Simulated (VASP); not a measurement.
Set up this calculation in VASP 6.6.1, as the native input.

```yaml
Task: single point
Functional: PBE
Potentials_or_basis: VASP PAW PBE potentials, release 64 (Al, N)
Cutoff: 520 eV
k_mesh: 11 × 11 × 6
Occupations: fermi-dirac, width 0.02 eV
Spin: no spin polarisation
Dipole_correction: no
Further_INCAR_settings: ALGO = Normal; EDIFF = 1e-07; NBANDS = 16
```

The structure of AlN lies in POSCAR:

```
AlN
1.0
    3.0474944919      0.0000000000      0.0000000000
   -1.5237472460      2.6392076479      0.0000000000
    0.0000000000      0.0000000000      4.8763796492
Al N
2 2
Direct
    0.3333333333      0.6666666667      0.0000000000
    0.6666666667      0.3333333333      0.5000000000
    0.3333333333      0.6666666667      0.3850000000
    0.6666666667      0.3333333333      0.8850000000
```

This cell differs from its parent crystal: volume scaled by 0.94.

The input as run:

INCAR

```
PREC = Accurate
ENCUT = 520
EDIFF = 1E-7
ISMEAR = -1
SIGMA = 0.02
LREAL = False
LASPH = True
NELM = 100
ALGO = Normal
ISIF = 2
LWAVE = False
LCHARG = False
GGA = PE
NBANDS = 16
```

KPOINTS

```
Automatic mesh
0
Gamma
  11 11 6
```

Potentials or basis: VASP PAW PBE potentials, release 64 (Al, N).

Command:

```console
$ cat potpaw_PBE.64/Al/POTCAR potpaw_PBE.64/N/POTCAR > POTCAR
$ mpirun -np 1 vasp_std > vasp.out
```

It gave:

```json
{"Pressure": "18.4 GPa", "Largest force": "0.185 eV/Å", "Band gap on the k mesh": "4.72 eV, direct"}
```

It took 12 s on 1 thread of Intel(R) Xeon(R) 6975P-C (Granite Rapids), with other jobs on the host, peak memory 0.16 GiB.
